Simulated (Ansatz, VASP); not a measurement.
Two plane-wave programs on BaTiO3

```
Ba O Ti
1.0
     3.99448    0.00000    0.00000
     0.00000    3.99448    0.00000
     0.00000    0.00000    3.99448
Ba O Ti
1 3 1
Cartesian
  0.0000 0.0000 0.0000
  1.9972 1.9972 0.0000
  0.0000 1.9972 1.9972
  1.9972 0.0000 1.9972
  1.9972 1.9972 1.9972
```

Alike in both runs: functional r2SCAN; k mesh 5 × 5 × 5; no spin polarisation.

Ansatz relaxed the structure, and its values are those at the end. VASP's run is a single point on that final structure, the one shown.

```csv
,VASP,Ansatz
version,VASP 6.6.1,Ansatz 0.2.0
potentials or method,"VASP PAW PBE potentials, release 64 (Ba_sv, O, Ti_sv), cutoff 520 eV",PAW plane waves
occupations,"methfessel-paxton of order 1, width 0.1 eV","cold, width 0.1 eV"
valence electrons in the cell,40,40
```

|  | VASP | Ansatz | Ansatz less VASP |
| --- | --- | --- | --- |
| gap on the k mesh at the Fermi level (eV) | 2.27 | 2.28 | +0.012 |
| pressure (GPa) | 1.9 | 0.0 | -1.91 |

VASP's potentials were made for PBE, not for r2SCAN.

Neither program's run includes spin-orbit coupling.
